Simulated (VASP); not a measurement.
Wanted: the native input for a VASP 6.6.1 run.

| Property | Result |
| --- | --- |
| Task | single point |
| Functional | PBEsol |
| Potentials or basis | VASP PAW PBE potentials, release 64 (Au) |
| Cutoff | 520 eV |
| k mesh | 24 × 24 × 12 |
| Occupations | gaussian, width 0.15 eV |
| Spin | no spin polarisation |
| Dipole correction | no |
| Further INCAR settings | ALGO = Fast; EDIFF = 1e-07; NBANDS = 18 |

The structure of Au lies in POSCAR:

```
Au
1.0
    1.3747646553     -2.4540780214      0.0000000000
    1.3747646553      2.4540780214      0.0000000000
    0.0000000000      0.0000000000      4.8006775662
Au
2
Direct
    0.6638639510      0.3361360490      0.2500000000
    0.3361360490      0.6638639510      0.7500000000
```

This cell differs from its parent crystal: strain -0.0250 x Voigt [1, 1, 0, 0, 0, 0].

The input as run:

INCAR

```
SYSTEM = Au
PREC     = Accurate       ! precision mode
ENCUT    = 520            ! plane-wave cutoff, eV
EDIFF    = 1E-7           ! SCF threshold, eV
ISMEAR   = 0              ! smearing method
SIGMA    = 0.15           ! smearing width, eV
LREAL    = .False.        ! projectors in reciprocal space
LASPH    = .True.         ! aspherical terms in the spheres
NELM     = 60             ! most SCF steps
ALGO     = Fast           ! electronic algorithm
ISIF     = 2              ! what is computed and relaxed
LWAVE    = .False.        ! write WAVECAR
LCHARG   = .False.        ! write CHGCAR
GGA      = PS             ! functional
NBANDS   = 18             ! bands
```

KPOINTS

```
regular mesh
0
Gamma
  24 24 12
  0 0 0
```

Potentials or basis: VASP PAW PBE potentials, release 64 (Au).

Launch:

```console
$ cat potpaw_PBE.64/Au/POTCAR > POTCAR
$ mpirun -np 1 vasp_std > vasp.out
```

It gave:

The pressure is 10.2 GPa and the largest force is 0.007 eV/Å. The band gap on the k mesh is zero (bands 11 and 12 overlap by 7.21 eV).

Caveat: the cell differs from its parent crystal (strain -0.0250 x Voigt [1, 1, 0, 0, 0, 0]); the stress differs along the axes, from 7 to 13 GPa; the PAW data sets were made with another functional, which shifts forces and pressure a little; spin-orbit coupling is left out, which moves the levels of the heavy elements.

Run time: 3.8 min on 1 thread of Intel(R) Xeon(R) 6975P-C (Granite Rapids), with other jobs on the host, peak memory 0.59 GiB.
